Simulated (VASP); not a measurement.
# W (Fm-3m) in VASP: a series of runs, part 2 of 2

VASP 6.6.1.

**4. Single point, HSE06**

This run uses another cell than the first one, of 17.73 Å³/atom.

File POSCAR:

```
W
1.0
    0.0000000000      2.0698140295      2.0698140295
    2.0698140295      0.0000000000      2.0698140295
    2.0698140295      2.0698140295      0.0000000000
W
1
Direct
    0.0000000000      0.0000000000      0.0000000000
```

File INCAR.step1:

```
PREC = Accurate
ENCUT = 520
EDIFF = 1E-5
ISMEAR = -1
SIGMA = 0.05
LREAL = F
LASPH = T
NELM = 60
ALGO = Normal
ISIF = 2
LWAVE = T
LCHARG = F
NBANDS = 13
GGA = PE
```

File INCAR.step2:

```
PREC = Accurate
ENCUT = 520
EDIFF = 1E-7
ISMEAR = -1
SIGMA = 0.05
LREAL = F
LASPH = T
NELM = 60
ALGO = Normal
ISIF = 2
LWAVE = F
LCHARG = F
GGA = PE
LHFCALC = T
HFSCREEN = 0.2079
PRECFOCK = Normal
NBANDS = 13
ISTART = 1
```

File KPOINTS:

```
Automatic mesh
0
Gamma
  6 6 6
```

Potentials or basis: VASP PAW PBE potentials, release 64 (W_sv).

Run with:

```bash
$ cat potpaw_PBE.64/W_sv/POTCAR > POTCAR
$ cp INCAR.step1 INCAR
$ mpirun -np 1 vasp_std > vasp.out
$ cp INCAR.step2 INCAR
$ mpirun -np 1 vasp_std > vasp.out
```

OUTCAR:

```text
PREC = Accurate
   ENCUT = 520
   EDIFF = 1E-7
   ISMEAR = -1
   LREAL = F
   LASPH = T
   NELM = 60
   ISIF = 2
   GGA = PE
   LHFCALC = T
   HFSCREEN = 0.2079
   PRECFOCK = Normal
   ISTART = 1

 ion  position               nearest neighbor table
   1  0.000  0.000  0.000-

  LATTYP: Found a face centered cubic cell.
 ALAT       =     4.1396280590

  Lattice vectors:

 A1 = (   0.0000000000,   2.0698140295,   2.0698140295)
 A2 = (   2.0698140295,   0.0000000000,   2.0698140295)
 A3 = (   2.0698140295,   2.0698140295,   0.0000000000)

Analysis of symmetry for initial positions (statically):
=====================================================================
 Subroutine PRICEL returns:
 Original cell was already a primitive cell.

 Routine SETGRP: Setting up the symmetry group for a
 face centered cubic supercell.

 Subroutine GETGRP returns: Found 48 space group operations
 (whereof 48 operations were pure point group operations)
 out of a pool of 48 trial point group operations.
[... 165 lines left out ...]
 Fermi energy:         9.2852733193

 k-point     1 :       0.0000    0.0000    0.0000
  band No.  band energies     occupation
      1     -68.7566      2.00000
      2     -30.9068      2.00000
      3     -30.9068      2.00000
      4     -30.9068      2.00000
      5      -0.5060      2.00000
      6       8.7160      1.99998
      7       8.7160      1.99998
      8       8.7160      1.99998
      9      12.2641      0.00000
     10      12.2641      0.00000
     11      22.7282      0.00000
     12      27.9063      0.00000
     13      27.9063      0.00000
[... 226 lines left out ...]
  band No.  band energies     occupation
      1     -68.6351      2.00000
      2     -31.7274      2.00000
      3     -31.4214      2.00000
      4     -31.2829      2.00000
      5       4.8272      2.00000
      6       5.5596      2.00000
      7       8.6385      2.00000
      8      11.9524      0.00000
      9      15.0991      0.00000
     10      18.3653      0.00000
     11      19.5769      0.00000
     12      20.8882      0.00000
     13      24.3781      0.00000

------------------------ aborting loop because EDIFF is reached ----------------------------------------

  FORCE on cell =-STRESS in cart. coord.  units (eV):
  Direction    XX          YY          ZZ          XY          YZ          ZX
  --------------------------------------------------------------------------------------
  -------------------------------------------------------------------------------------
  Total       -2.6293794     -2.6293794     -2.6293794     -0.0000000      0.0000000     -0.0000000
  in kB     -237.5417002   -237.5417002   -237.5417002     -0.0000000      0.0000000     -0.0000000
  external PRESSURE =    -237.5417002 kB  Pullay stress =       0.0000000 kB

 VOLUME and BASIS-vectors are now :
 -----------------------------------------------------------------------------
  energy-cutoff  :      520.00
  volume of cell :       17.73
      direct lattice vectors                 reciprocal lattice vectors
     0.000000000  2.069814029  2.069814029    -0.241567596  0.241567596  0.241567596
     2.069814029  0.000000000  2.069814029     0.241567596 -0.241567596  0.241567596
     2.069814029  2.069814029  0.000000000     0.241567596  0.241567596 -0.241567596

 POSITION                                       TOTAL-FORCE (eV/Angst)
 -----------------------------------------------------------------------------------
      0.00000      0.00000      0.00000         0.000000      0.000000     -0.000000
 -----------------------------------------------------------------------------------
    total drift:                               -0.000000     -0.000000     -0.000000

  FREE ENERGIE OF THE ION-ELECTRON SYSTEM (eV)
  ---------------------------------------------------
  free  energy   TOTEN  =       -14.2008455405 eV

  energy  without entropy=      -14.1908734163  energy(sigma->0) =      -14.19585948
```

OSZICAR.step1:

```text
N       E                     dE             d eps       ncg     rms          rms(c)
DAV:   1     0.908939192973E+02    0.90894E+02   -0.77773E+03   416   0.122E+03
DAV:   2    -0.113708001058E+02   -0.10226E+03   -0.98837E+02   481   0.320E+02
DAV:   3    -0.130615736326E+02   -0.16908E+01   -0.16842E+01   446   0.404E+01
DAV:   4    -0.130699865119E+02   -0.84129E-02   -0.84127E-02   461   0.308E+00
DAV:   5    -0.130700771394E+02   -0.90628E-04   -0.90627E-04   471   0.296E-01    0.164E+01
DAV:   6    -0.124784219384E+02    0.59166E+00   -0.53946E-01   441   0.955E+00    0.574E+00
DAV:   7    -0.123560489591E+02    0.12237E+00   -0.20498E-01   431   0.547E+00    0.649E-01
DAV:   8    -0.123518272760E+02    0.42217E-02   -0.35344E-03   421   0.745E-01    0.113E-01
DAV:   9    -0.123518217900E+02    0.54860E-05   -0.11316E-04   511   0.124E-01    0.386E-02
DAV:  10    -0.123518241503E+02   -0.23603E-05   -0.53293E-06   223   0.284E-02
   1 F= -.12351824E+02 E0= -.12342910E+02  d E =-.178279E-01
```

Run time: 25 min. Hardware: 1 thread of Intel Xeon Platinum 8259CL at 2.50GHz (Skylake/Cascade Lake), shared host; peak memory 0.24 GiB.

Results:

* Free energy: -14.2008 eV
* Pressure: -23.8 GPa
* Band gap on the k mesh: zero (bands 7 and 8 overlap by 3.13 eV)

Caveat: the k points lie up to 0.44 Å⁻¹ apart, too coarse for converged energies and pressures of a metal; the PAW data sets were made with another functional, which shifts forces and pressure a little; spin-orbit coupling is left out, which moves the levels of the heavy elements.

**5. Single point, HSE06**

This run uses another cell than the first one, of 15.73 Å³/atom.

File POSCAR:

```
W
1.0
    0.0000000000      1.9885598007      1.9885598007
    1.9885598007      0.0000000000      1.9885598007
    1.9885598007      1.9885598007      0.0000000000
W
1
Direct
    0.0000000000      0.0000000000      0.0000000000
```

File INCAR.step1:

```
SYSTEM = W
PREC = Accurate ; ENCUT = 520
EDIFF = 1E-5 ; ISMEAR = -1
SIGMA = 0.05 ; LREAL = .False.
LASPH = .True. ; NELM = 80
ALGO = Normal ; ISIF = 2
LWAVE = .True. ; LCHARG = .False.
GGA = PE ; NBANDS = 13
```

File INCAR.step2:

```
SYSTEM = W
PREC = Accurate ; ENCUT = 520
EDIFF = 1E-6 ; ISMEAR = -1
SIGMA = 0.05 ; LREAL = .False.
LASPH = .True. ; NELM = 80
ALGO = Normal ; ISIF = 2
LWAVE = .False. ; LCHARG = .False.
GGA = PE ; LHFCALC = .True.
HFSCREEN = 0.2079 ; PRECFOCK = Normal
ISTART = 1 ; NBANDS = 13
```

File KPOINTS:

```
regular mesh
0
Gamma
  6 6 6
  0 0 0
```

Run with:

```bash
$ cat potpaw_PBE.64/W_sv/POTCAR > POTCAR
$ cp INCAR.step1 INCAR
$ mpirun -np 1 vasp_std > vasp.out
$ cp INCAR.step2 INCAR
$ mpirun -np 1 vasp_std > vasp.out
```

Wall time 8 min (1 thread of Intel Xeon Platinum 8559C (Emerald Rapids), shared host); peak memory 0.23 GiB.

It converged, with:

```
Free energy            : -14.3072 eV
Pressure               : 10.5 GPa
Band gap on the k mesh : zero (bands 7 and 8 overlap by 3.99 eV)
```

Levels at points of the mesh, in eV from the Fermi level:
| k point | band 3 | band 4 | band 5 | band 6 | band 7 | band 8 | band 9 | band 10 | band 11 | band 12 |
| --- | --- | --- | --- | --- | --- | --- | --- | --- | --- | --- |
| (0.00, 0.00, 0.00) | -39.97 | -39.97 | -10.66 | -0.93 | -0.93 | -0.93 | 3.22 | 3.22 | 13.43 | 19.24 |
| (0.50, 0.00, 0.00) | -40.16 | -40.16 | -6.96 | -1.02 | -1.02 | 0.25 | 5.90 | 5.90 | 11.79 | 13.08 |
| (0.50, 0.50, 0.00) | -40.49 | -40.49 | -6.75 | -5.85 | 3.06 | 6.05 | 6.63 | 6.63 | 12.83 | 12.83 |

Caveat: the k points lie up to 0.46 Å⁻¹ apart, too coarse for converged energies and pressures of a metal; the PAW data sets were made with another functional, which shifts forces and pressure a little; spin-orbit coupling is left out, which moves the levels of the heavy elements.

**6. Summary**

```tsv
task	level	potentials or basis	cell	k mesh	cutoff (eV)	smearing	dipole correction	grid for exact exchange (PRECFOCK)	share of exact exchange	tolerance level	purpose	gap on the mesh (eV)	pressure (GPa)
single point	PBE0	VASP PAW PBE potentials, release 64 (W_sv)	a = 2.852 Å, angles 60.0°, 1 atom	6 × 6 × 6	520	fermi-dirac 0.05 eV	no	Normal	0.25	-	-	none	-3.6
relaxation of cell and atoms	MS2	VASP PAW PBE potentials, release 64 (W_sv_GW)	relaxed from a = 2.871 Å, angles 60.0°, 1 atom	14 × 14 × 14	550	methfessel-paxton 0.1 eV	-	-	-	screening	choice of potentials	none	0.0
single point	HSE06	VASP PAW PBE potentials, release 64 (W_sv)	a = 2.927 Å, angles 60.0°, 1 atom	6 × 6 × 6	520	fermi-dirac 0.05 eV	no	Normal	0.25	-	-	none	-23.8
single point	HSE06	VASP PAW PBE potentials, release 64 (W_sv)	a = 2.812 Å, angles 60.0°, 1 atom	6 × 6 × 6	520	fermi-dirac 0.05 eV	no	Normal	0.25	-	-	none	10.5
```

Alike in all rows: no spin polarisation.

Caveats: some runs use coarse meshes; the PAW data sets were made with another functional, which shifts forces and pressure a little; spin-orbit coupling is left out, which moves the levels of the heavy elements.

Absolute energies hang on the potentials; compare differences alone.
